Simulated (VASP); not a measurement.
Crystal: H.

```
CELL_PARAMETERS angstrom
2.62348 -2.56690 0.00000
2.62348 2.56690 0.00000
0.00000 0.00000 4.14182
ATOMIC_POSITIONS crystal
H 0.95330 0.04670 0.06851
H 0.45330 0.54670 0.43149
H 0.54670 0.45330 0.56851
H 0.04670 0.95330 0.93149
```

* Program: VASP 6.6.1
* Task: relaxation of cell and atoms
* Functional: PBEsol
* Potentials or basis: VASP PAW PBE potentials, release 64 (H)
* Cutoff: 600 eV
* k mesh: 6 × 6 × 4
* Occupations: gaussian, width 0.1 eV
* Spin: no spin polarisation

At the start: pressure 0.8 GPa; volume 13.95 Å³/atom.

Task: How do energy, volume and symmetry change on relaxing?

Result: Over 3 steps the energy falls by 2.3 meV/atom and the volume is 13.98 Å³/atom (+0.3 %); space group Cmce (No. 64, to 0.1 Å) before and after.

Step by step:
```csv
step,energy change (eV),largest force (eV/Å),pressure (GPa),volume (Å³)
1,0.0000,0.5683,0.77,55.78
2,0.0455,1.2260,-1.92,56.32
3,-0.0091,0.0051,-0.05,55.93
```

Final structure:
```
H
1.0
     2.62342   -2.56968    0.00000
     2.62342    2.56968    0.00000
     0.00000    0.00000    4.14856
H
4
Cartesian
  2.6234 -2.3247 0.2901
  2.6234 0.2450 1.7841
  2.6234 -0.2450 2.3644
  2.6234 2.3247 3.8584
```

Caveat: this functional lacks dispersion, which holds the molecules together, so the pressure and a relaxed volume are unreliable; the PAW data sets were made with another functional, which shifts forces and pressure a little.
